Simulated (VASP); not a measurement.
A run of VASP 6.6.1:

Contents of INCAR:

```
PREC     = Accurate       # precision mode
ENCUT    = 600            # plane-wave cutoff, eV
EDIFF    = 1E-6           # SCF threshold, eV
ISMEAR   = 0              # smearing method
SIGMA    = 0.2            # smearing width, eV
LREAL    = F              # projectors in reciprocal space
LASPH    = T              # aspherical terms in the spheres
NELM     = 120            # most SCF steps
ALGO     = Normal         # electronic algorithm
ISIF     = 2              # what is computed and relaxed
LWAVE    = F              # write WAVECAR
LCHARG   = F              # write CHGCAR
GGA      = PE             # functional
NBANDS   = 14             # bands
GGA_COMPAT= F
```

Contents of KPOINTS:

```
regular mesh
0
Gamma
  5 5 4
```

The input POSCAR:

```
BeTe2
1.0
    5.2900117570      0.0000000000      0.0000000000
   -2.6450058785      4.5812845679      0.0000000000
    0.0000000000      0.0000000000      3.1460648554
Be Te
1 2
Direct
    0.0000000000      0.0000000000      0.0000000000
    0.3333333333      0.6666666667      0.5000000000
    0.6666666667      0.3333333333      0.5000000000
```

Potentials or basis: VASP PAW PBE potentials, release 64 (Be, Te).

Command:

```sh
$ cat potpaw_PBE.64/Be/POTCAR potpaw_PBE.64/Te/POTCAR > POTCAR
$ mpirun -np 1 vasp_std > vasp.out
```

Hardware: 1 thread of Intel Xeon 8259CL, on a shared host.

Q: Estimate the wall time of this run.

A: Wall time 31 s on 1 thread of Intel Xeon 8259CL (shared host), peak memory 0.22 GiB. Counts: scf iterations 12, k points 15.
